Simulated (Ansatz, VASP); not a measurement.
# Two plane-wave programs on In2P

Contents of INCAR:

```
SYSTEM = In2P
PREC     = Accurate       ! precision mode
ENCUT    = 600            ! plane-wave cutoff, eV
EDIFF    = 1E-6           ! SCF threshold, eV
ISMEAR   = 0              ! smearing method
SIGMA    = 0.1            ! smearing width, eV
LREAL    = .False.        ! projectors in reciprocal space
LASPH    = .True.         ! aspherical terms in the spheres
NELM     = 100            ! most SCF steps
ALGO     = Normal         ! electronic algorithm
ISIF     = 3              ! what is computed and relaxed
LWAVE    = .False.        ! write WAVECAR
LCHARG   = .False.        ! write CHGCAR
GGA      = PE             ! functional
IBRION   = 2              ! ionic algorithm
NSW      = 90             ! ionic steps
EDIFFG   = -0.04          ! ionic threshold
```

KPOINTS

```
regular mesh
0
Gamma
  6 6 6
  0 0 0
```

File POSCAR:

```
In2P
1.0
    4.9408285188      0.0000000000      0.0000000000
   -2.4704142594      4.2788830131      0.0000000000
    0.0000000000      0.0000000000      3.1408380008
In P
2 1
Direct
    0.3333333333      0.6666666667      0.5000000000
    0.6666666667      0.3333333333      0.5000000000
    0.0000000000      0.0000000000      0.0000000000
```

Input for Ansatz:

```yaml
crystal:
  lattice:
    - [4.9408285188, 0.0, 0.0]
    - [-2.4704142594, 4.2788830131, 0.0]
    - [0.0, 0.0, 3.1408380008]
  atoms:
    - { symbol: In, position: [0.3333333333, 0.6666666667, 0.5] }
    - { symbol: In, position: [0.6666666667, 0.3333333333, 0.5] }
    - { symbol: P, position: [0.0, 0.0, 0.0] }
basis:
  ecutwfc: 420
kpoints:
  mp_grid: { grid: [6, 6, 6] }
hamiltonian:
  xc: pbe
scf:
  occupations: { method: gaussian, width: 0.1 }
  lower_state_search: "off"
output:
  forces: true
  stress: true
  eigenvalues: true
relax:
  adjacent_minimum: "off"
  f_tol: 0.04
  max_steps: 70
  cell: { stress_tol: 0.4 }
```

Alike in both runs: task relaxation of cell and atoms; functional PBE; k mesh 6 × 6 × 6; occupations gaussian, width 0.1 eV; no spin polarisation.

```csv
,VASP,Ansatz
version,VASP 6.6.1,Ansatz 0.2.0
potentials or method,"VASP PAW PBE potentials, release 64 (In_d, P), cutoff 600 eV","scalar-relativistic, plane waves, PAW"
valence electrons in the cell,31,31
```

|  | VASP | Ansatz | Ansatz less VASP |
| --- | --- | --- | --- |
| gap on the k mesh at the Fermi level, each at its own relaxed structure (eV) | none | none | - |
| relaxed volume (Å³/atom) | 23.96 | 23.92 | -0.041 |
| relaxed length of the cell vector where the two differ most in proportion (Å) | 5.419 | 5.415 | -0.0041 |

A gap of «none» marks a metal or a gap that the smearing closes.
